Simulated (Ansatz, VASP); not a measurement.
**AgCl in VASP and in Ansatz**

File INCAR:

```
PREC = Accurate
ENCUT = 520
EDIFF = 1E-6
ISMEAR = 0
SIGMA = 0.05
LREAL = False
LASPH = True
NELM = 80
ALGO = Normal
ISIF = 2
LWAVE = False
LCHARG = False
GGA = PE
NBANDS = 16
```

File KPOINTS:

```
regular mesh
0
Gamma
  10 10 10
```

Contents of POSCAR:

```
AgCl
1.0
    0.0000000000      2.7284139513      2.8648346489
    2.7284139513      0.0000000000      2.8648346489
    2.7284139513      2.7284139513      0.0000000000
Ag Cl
1 1
Direct
    0.5000000000      0.5000000000      0.5000000000
    0.0000000000      0.0000000000      0.0000000000
```

Input for Ansatz:

```yaml
crystal:
  lattice:
    - [0.0, 2.7284139513, 2.8648346489]
    - [2.7284139513, 0.0, 2.8648346489]
    - [2.7284139513, 2.7284139513, 0.0]
  atoms:
    - { symbol: Ag, position: [0.5, 0.5, 0.5] }
    - { symbol: Cl, position: [0.0, 0.0, 0.0] }
basis:
  ecutwfc: 420
kpoints:
  mp_grid: { grid: [10, 10, 10] }
hamiltonian:
  xc: pbe
scf:
  occupations: { method: gaussian, width: 0.05 }
output:
  forces: true
  stress: true
  eigenvalues: true
```

Alike in both runs: task single point; functional PBE; k mesh 10 × 10 × 10; occupations gaussian, width 0.05 eV; no spin polarisation.

```csv
,VASP,Ansatz
version,VASP 6.6.1,Ansatz 0.2.0
potentials or method,"VASP PAW PBE potentials, release 64 (Ag, Cl), cutoff 520 eV","scalar-relativistic, plane waves, PAW"
valence electrons in the cell,18,26
```

|  | VASP | Ansatz | Ansatz less VASP |
| --- | --- | --- | --- |
| gap on the k mesh at the Fermi level (eV) | 0.77 | 0.77 | +0.003 |
| least direct gap on the mesh (eV) | 3.13 | 3.13 | +0.002 |
| pressure (GPa) | 1.7 | 1.8 | +0.15 |
| traceless stress, the component that is largest in VASP (GPa) | -0.82 | -0.85 | -0.028 |

With one functional, cell and mesh, what is left measures potentials, basis and numerics. VASP's potentials hold 18 valence electrons a cell and Ansatz's 26, so a difference there can come from the potentials and not from the codes.
